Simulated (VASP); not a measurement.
**Hf: electric field gradients with PBEsol**

The system is Hf.

```xyz
1
Lattice="-1.8050 1.8050 1.8592 1.8050 -1.8050 1.8592 1.8050 1.8050 -1.8592" Properties=species:S:1:pos:R:3 pbc="T T T"
Hf    0.0000    0.0000    0.0000
```

This cell differs from its parent crystal: zz strain of +3 %.

| Property | Result |
| --- | --- |
| Program | VASP 6.6.1 |
| Task | electric field gradients |
| Functional | PBEsol |
| Potentials or basis | VASP PAW PBE potentials, release 64 (Hf_pv) |
| Cutoff | 520 eV |
| k mesh | 14 × 14 × 14 |
| Occupations | fermi-dirac, width 0.05 eV |
| Spin | no spin polarisation |
| Dipole correction | no |
| Further INCAR settings | ALGO = Normal; EDIFF = 1e-08; NBANDS = 11 |

```json
{
  "Pressure": "-11.4 GPa",
  "Band gap on the k mesh": "zero (band 5 reaches 5.25 eV, above the bottom of band 6 at 3.22 eV)"
}
```

Stress tensor (GPa, compression positive):
```
-11.91   0.00   0.00
  0.00 -11.91   0.00
  0.00   0.00 -10.47
```

Levels at points of the mesh, in eV from the Fermi level:
```csv
k point,band 1,band 2,band 3,band 4,band 5,band 6,band 7,band 8,band 9,band 10
"(0.00, 0.00, 0.00)",-30.10,-30.10,-30.10,-6.78,1.34,1.34,1.63,3.80,4.19,12.66
"(0.50, 0.00, 0.00)",-30.73,-30.30,-30.10,-3.17,-0.28,0.77,3.62,4.69,6.88,9.05
"(0.50, 0.50, 0.00)",-30.72,-30.32,-30.11,-3.12,-0.59,0.93,4.04,4.84,6.96,9.16
"(0.50, 0.50, 0.50)",-30.57,-30.53,-30.53,-2.29,-2.21,6.12,6.18,6.22,6.22,6.84
```

Electric field gradients, principal values (V/Å²):
```
atom   least  middle  greatest (by size)
1 Hf  -1.333  -1.333               2.667
```

Run time: 17 s on 1 thread of Intel(R) Xeon(R) 6975P-C (Granite Rapids), on a shared host, peak memory 0.19 GiB.

Caveat: the cell differs from its parent crystal (zz strain of +3 %); without QUAD_EFG the Cq values of the log hold for a quadrupole moment of 1 mb, not for the nuclei; the PAW data sets were made with another functional, which shifts forces and pressure a little; spin-orbit coupling is left out, which moves the levels of the heavy elements.
